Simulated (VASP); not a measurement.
# GaN (P6_3mc) in VASP: phonons with r2SCAN

Aim: the phonons of GaN with r2SCAN.

Program: VASP 6.6.1. These are calculated values, not measurements. Logs are shortened: lines on timing, memory, paths and dates and some standing lists are left out, and cuts for length are marked.

### Step 1. The cell of the first run

The structure is hexagonal, space group P6_3mc (No. 186). Conventional cell: a = 3.183 Å, b = 3.183 Å, c = 5.184 Å, α = 90.00°, β = 90.00°, γ = 120.00°. Ga (site symmetry 3m) has 4 N at 1.95 Å within 2.6 Å. Within 2.6 Å of N (site symmetry 3m) lie 4 Ga at 1.95 Å.

### Step 2. Phonons, r2SCAN

Input file INCAR:

```
SYSTEM = GaN
ALGO = Normal ; EDIFF = 1E-8
ENCUT = 520 ; IBRION = 6
ISIF = 2 ; ISMEAR = 0
LASPH = .TRUE. ; LCHARG = .FALSE.
LMIXTAU = .TRUE. ; LREAL = .FALSE.
LWAVE = .FALSE. ; METAGGA = R2SCAN
NELM = 80 ; NFREE = 2
NSW = 1 ; POTIM = 0.015
PREC = Accurate ; SIGMA = 0.05
```

Input file KPOINTS:

```
k-points
0
G
  12 12 6
  0 0 0
```

Input file POSCAR:

```
GaN
1.0
    3.1830984305      0.0000000000      0.0000000000
   -1.5915492153      2.7566441036      0.0000000000
    0.0000000000      0.0000000000      5.1835962350
Ga N
2 2
Direct
    0.3333333333      0.6666666667      0.9991101043
    0.6666666667      0.3333333333      0.4991101043
    0.3333333333      0.6666666667      0.3758898957
    0.6666666667      0.3333333333      0.8758898957
```

Potentials or basis: VASP PAW PBE potentials, release 64 (Ga_d, N).

Command:

```bash
cat potpaw_PBE.64/Ga_d/POTCAR potpaw_PBE.64/N/POTCAR > POTCAR
mpirun -np 1 vasp_std > vasp.out
```

OUTCAR:

```text
SYSTEM = GaN
   EDIFF = 1E-8
   ENCUT = 520
   IBRION = 6
   ISIF = 2
   ISMEAR = 0
   LASPH = .TRUE.
   LREAL = .FALSE.
   METAGGA = R2SCAN
   NELM = 80
   NFREE = 2
   NSW = 1
   POTIM = 0.015
   PREC = Accurate

 ion  position               nearest neighbor table
   1  0.333  0.667  0.999-   4 1.95   4 1.95   4 1.95   3 1.95
   2  0.667  0.333  0.499-   3 1.95   3 1.95   3 1.95   4 1.95
   3  0.333  0.667  0.376-   2 1.95   2 1.95   2 1.95   1 1.95
   4  0.667  0.333  0.876-   1 1.95   1 1.95   1 1.95   2 1.95

  LATTYP: Found a hexagonal cell.
 ALAT       =     3.1830984305
 C/A-ratio  =     1.6284750058

  Lattice vectors:

 A1 = (   3.1830984305,   0.0000000000,   0.0000000000)
 A2 = (  -1.5915492153,   2.7566441036,   0.0000000000)
 A3 = (   0.0000000000,   0.0000000000,   5.1835962350)

Analysis of symmetry for initial positions (statically):
=====================================================================
 Subroutine PRICEL returns:
 Original cell was already a primitive cell.

 Routine SETGRP: Setting up the symmetry group for a
 hexagonal supercell.

 Subroutine GETGRP returns: Found 12 space group operations
 (whereof  6 operations were pure point group operations)
 out of a pool of 24 trial point group operations.

The static configuration has the point symmetry C_3v.
 The point group associated with its full space group is C_6v.

Analysis of symmetry for dynamics (positions and initial velocities):
=====================================================================
 Subroutine PRICEL returns:
 Original cell was already a primitive cell.

 Routine SETGRP: Setting up the symmetry group for a
 hexagonal supercell.

 Subroutine GETGRP returns: Found 12 space group operations
 (whereof  6 operations were pure point group operations)
 out of a pool of 24 trial point group operations.

The dynamic configuration has the point symmetry C_3v.
 The point group associated with its full space group is C_6v.

[... 159 lines left out ...]
  -------------------------------------------------------------------------------------
  Total        0.3225470      0.3225470      0.2863072     -0.0000000      0.0000000     -0.0000000
  in kB       11.3616580     11.3616580     10.0851162     -0.0000000      0.0000000     -0.0000000
  external PRESSURE =      10.9361441 kB  Pullay stress =       0.0000000 kB
[... 291 lines left out ...]
--------------------------------------- Ionic step        9  -------------------------------------------

 number of electron      35.9999993 magnetization

 Free energy of the ion-electron system (eV)
  ---------------------------------------------------
  ext. energy  EPLUGINS =         0.00000000
  ---------------------------------------------------
  free energy    TOTEN  =       -43.81869145 eV

  energy without entropy =      -43.81869145  energy(sigma->0) =      -43.81869145

 E-fermi :   5.3310     XC(G=0): -12.6640

 val. band max:        5.1093703516   @ k =   0.0000   0.0000   0.0000
 cond. band min:       7.4431701956   @ k =   0.0000   0.0000   0.0000
 fundamental gap:      2.3337998441
 Fermi energy:         5.3310419602

 k-point     1 :       0.0000    0.0000    0.0000
  band No.  band energies     occupation
      1     -11.7108      2.00000
      2     -10.7003      2.00000
      3      -8.7308      2.00000
      4      -8.7109      2.00000
      5      -8.7109      2.00000
      6      -8.6396      2.00000
[... 589 lines left out ...]
     21      12.7666      0.00000
     22      14.0194      0.00000

 [... further k-points ...]

------------------------ aborting loop because EDIFF is reached ----------------------------------------

  FORCE on cell =-STRESS in cart. coord.  units (eV):
  Direction    XX          YY          ZZ          XY          YZ          ZX
  --------------------------------------------------------------------------------------
  -------------------------------------------------------------------------------------
  Total        0.2418261      0.2418261      0.4553413     -0.0000000      0.0000000     -0.0000000
  in kB        8.5182791      8.5182791     16.0393112     -0.0000000      0.0000000     -0.0000000
  external PRESSURE =      11.0252898 kB  Pullay stress =       0.0000000 kB
[... 19 lines left out ...]
  FREE ENERGIE OF THE ION-ELECTRON SYSTEM (eV)
  ---------------------------------------------------
  free  energy   TOTEN  =       -43.8186914505 eV

  energy  without entropy=      -43.8186914505  energy(sigma->0) =      -43.81869145

 INTERNAL STRAIN TENSORS FROM DISPLACED ATOMS
 ============================================

 INTERNAL STRAIN TENSOR FOR ION    1 for displacements in x,y,z  (eV/Angst):
          X           Y           Z          XY          YZ          ZX
  --------------------------------------------------------------------------------
  x     0.00000    -0.00000     0.00000    -8.28155     0.00000    -5.84754
  y    -8.28155     8.28155     0.00000    -0.00000    -5.84721     0.00000
  z    -5.63708    -5.63708    10.60923     0.00000     0.00000     0.00000

 INTERNAL STRAIN TENSOR FOR ION    4 for displacements in x,y,z  (eV/Angst):
          X           Y           Z          XY          YZ          ZX
  --------------------------------------------------------------------------------
  x    -0.00000     0.00000     0.00000     9.90891    -0.00000     5.73299
  y     9.90891    -9.90891     0.00000     0.00000     5.73265    -0.00000
  z     5.47510     5.47510   -10.59119    -0.00000     0.00000    -0.00000

 Eigenvectors and eigenvalues of the dynamical matrix
 ----------------------------------------------------

   1 f  =   20.978802 THz   131.813699 2PiTHz  699.777503 cm-1    86.761314 meV
             X         Y         Z           dx          dy          dz
     -0.000000  1.837763  5.178983    -0.000000    0.000000    0.034390
      1.591549  0.918881  2.587185    -0.000000    0.000000   -0.034390
     -0.000000  1.837763  1.948461    -0.000000    0.000000   -0.706270
      1.591549  0.918881  4.540260     0.000000   -0.000000    0.706270
[... 71 lines left out ...]
  12 f/i=    0.206896 THz     1.299963 2PiTHz    6.901295 cm-1     0.855651 meV
             X         Y         Z           dx          dy          dz
     -0.000000  1.837763  5.178983     0.000000    0.000000   -0.648957
      1.591549  0.918881  2.587185     0.000000    0.000000   -0.648957
     -0.000000  1.837763  1.948461     0.000000    0.000000   -0.280810
      1.591549  0.918881  4.540260     0.000000    0.000000   -0.280810

 ELASTIC MODULI CONTR FROM IONIC RELAXATION (kBar)
 Direction    XX          YY          ZZ          XY          YZ          ZX
 --------------------------------------------------------------------------------
 XX        -654.3982    291.7052    346.0666      0.0000      0.0000      0.0000
 YY         291.7052   -654.3982    346.0666      0.0000     -0.0000     -0.0000
 ZZ         346.0666    346.0666   -660.4047     -0.0000      0.0000      0.0000
 XY           0.0000      0.0000     -0.0000   -473.0517     -0.0000     -0.0000
 YZ           0.0000     -0.0000      0.0000     -0.0000   -176.6499      0.0000
 ZX           0.0000     -0.0000      0.0000     -0.0000      0.0000   -176.6705
 --------------------------------------------------------------------------------
```

OSZICAR:

```text
N       E                     dE             d eps       ncg     rms          rms(c)
DAV:   1     0.260690135243E+03    0.26069E+03   -0.18920E+04  3494   0.312E+03
DAV:   2    -0.172889422589E+02   -0.27798E+03   -0.26900E+03  3792   0.551E+02
DAV:   3    -0.522622885694E+02   -0.34973E+02   -0.34665E+02  3818   0.159E+02
[... 168 lines left out ...]
DAV:  15    -0.438186914592E+02   -0.85034E-07   -0.33056E-10  2230   0.366E-04    0.109E-05
DAV:  16    -0.438186914114E+02    0.47810E-07   -0.13787E-10  2236   0.231E-04    0.732E-06
DAV:  17    -0.438186914579E+02   -0.46551E-07   -0.66190E-11  2224   0.132E-04    0.346E-06
DAV:  18    -0.438186914470E+02    0.10955E-07   -0.27290E-11  2236   0.650E-05    0.285E-06
DAV:  19    -0.438186914505E+02   -0.34988E-08   -0.85693E-12  2224   0.466E-05
   9 F= -.43818691E+02 E0= -.43818691E+02  d E =-.189968E-12
```

stdout:

```text
POSCAR found type information on POSCAR GaN
 POSCAR found :  2 types and       4 ions
 scaLAPACK will be used
 -----------------------------------------------------------------------------
|                                                                             |
|                                                                             |
|     You enforced a specific xc type in the INCAR file but a different       |
|     I HOPE YOU KNOW WHAT YOU ARE DOING!                                     |
|                                                                             |
 -----------------------------------------------------------------------------

 LDA part: xc-table for (None), standard interpolation
 POSCAR, INCAR and KPOINTS ok, starting setup
 FFT: planning ... GRIDC
 FFT: planning ... GRID_SOFT
 FFT: planning ... GRID
 WAVECAR not read
 entering main loop
 Found     4 degrees of freedom:
 Finite differences POTIM= 0.01500 DOF=   4
 bond charge predicted
 Finite differences progress:
 bond charge predicted
 Finite differences progress:
 bond charge predicted
 Finite differences progress:
 bond charge predicted
 Finite differences progress:
 bond charge predicted
 Finite differences progress:
 bond charge predicted
 Finite differences progress:
 bond charge predicted
 Finite differences progress:
 bond charge predicted
 Finite differences progress:
```

It took 2 h on 1 thread of Oxide Virtual Turin-like, shared host; peak memory 0.66 GiB.

What came out:

| Item | Value |
| --- | --- |
| Highest phonon frequency at Γ, LO-TO splitting left out | 700 cm⁻¹ |

Phonon frequencies in cm⁻¹ (negative: imaginary):
```csv
q point,frequencies
"(0.000, 0.000, 0.000)",-7 -1 -1 139 139 328 535 559 559 569 569 700
```

Caveat: the cell stands under pressure or tension, which shifts response properties; the PAW data sets were made with another functional, which shifts forces and pressure a little.
